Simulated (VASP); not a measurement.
Runs of VASP 6.6.1 on Y. The structure is that of space group Fm-3m (No. 225), or close to it. The cells are those of the table. This isn't the form of Y at room conditions, which is hcp.

```tsv
task	cell	gap on the mesh (eV)	pressure (GPa)
single point	a = 3.405 Å, angles 60.0°, 1 atom	none	(a)
relaxation of cell and atoms	relaxed from a = 3.599 Å, angles 60.0°, 1 atom	none	0.0
relaxation of cell and atoms	relaxed to 10 GPa from a = 3.599 Å, angles 60.0°, 1 atom	none	9.9
single point	a = 3.317 Å, angles 60.0°, 1 atom	none	9.7
relaxation of cell and atoms	relaxed to 5 GPa from a = 3.599 Å, angles 60.0°, 1 atom	none	5.0
relaxation of cell and atoms	relaxed to 20 GPa from a = 3.599 Å, angles 60.0°, 1 atom	none	20.0
single point	a = 3.185 Å, angles 60.0°, 1 atom	none	19.6
single point	a = 3.521 Å, angles 60.0°, 1 atom	none	-0.1
```

Alike in all rows: level PBEsol; potentials or basis VASP PAW PBE potentials, release 64 (Y_sv); no spin polarisation; k mesh 8 × 8 × 8; cutoff (eV) 500; smearing fermi-dirac 0.1 eV.

Q: Estimate the missing entries.

A: (a) 4.8.

Caveats: the PAW data sets were made with another functional, which shifts forces and pressure a little; the cell stands under pressure (at least some runs); the cell is relaxed towards a set pressure, so the run minimises the enthalpy, not the energy (at least some runs).

A k mesh can miss the band edges, and the runs leave out spin-orbit coupling on Y.

A gap of «none» marks levels without a gap at the run's occupations.
